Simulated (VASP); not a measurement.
BaO:

```
Ba O
1.0
     0.00000    2.80661    2.80661
     2.80661    0.00000    2.80661
     2.80661    2.80661    0.00000
Ba O
1 1
Direct
  0.00000 0.00000 0.00000
  0.50000 0.50000 0.50000
```

Base run:

| Quantity | Value |
| --- | --- |
| Program | VASP 6.6.1 |
| Functional | HSE06 |
| Potentials or basis | VASP PAW PBE potentials, release 64 (Ba_sv, O) |
| Cutoff | 520 eV |
| k mesh | 6 × 6 × 6 |
| Occupations | gaussian, width 0.02 eV |
| Spin | no spin polarisation |

Its results: band gap on the k mesh 3.40 eV; pressure -1.6 GPa.

Problem. The run is repeated on the same cell with these changes: functional from HSE06 to PBE0. What comes out?

Solution. Band gap on the k mesh 4.11 eV; pressure -1.7 GPa.

Caveats: the PAW data sets were made with another functional, which shifts forces and pressure a little; spin-orbit coupling is left out, which moves the levels of the heavy elements.

A k mesh can miss the band edges.
